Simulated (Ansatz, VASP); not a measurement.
Two plane-wave programs on Ti3C

```
CELL_PARAMETERS angstrom
3.04526 0.00000 0.00000
-1.52263 2.63727 0.00000
0.00000 0.00000 7.17606
ATOMIC_POSITIONS crystal
Ti 0.33333 0.66667 0.16275
Ti 0.66667 0.33333 0.83725
Ti 0.00000 0.00000 0.50000
C 0.00000 0.00000 0.00000
```

Alike in both runs: functional PBE; k mesh 7 × 7 × 3; occupations gaussian, width 0.2 eV; no spin polarisation.

Ansatz relaxed the structure, and its values are those at the end. VASP's run is a single point on that final structure, the one shown.

|  | VASP | Ansatz |
| --- | --- | --- |
| version | VASP 6.6.1 | Ansatz 0.2.0 |
| potentials or method | VASP PAW PBE potentials, release 64 (Ti_sv, C), cutoff 520 eV | scalar-relativistic, plane waves, PAW |
| valence electrons in the cell | 40 | 40 |

Ansatz gave:

* gap on the k mesh at the Fermi level (eV): none
* pressure (GPa): 0.0
* rms of the force components (eV/Å): 0.004

**Question.** Estimate VASP's values.

**Answer.** gap on the k mesh at the Fermi level (eV): none; pressure (GPa): 0.0; rms of the force components (eV/Å): 0.015.

A gap of «none» marks a metal or a gap that the smearing closes.
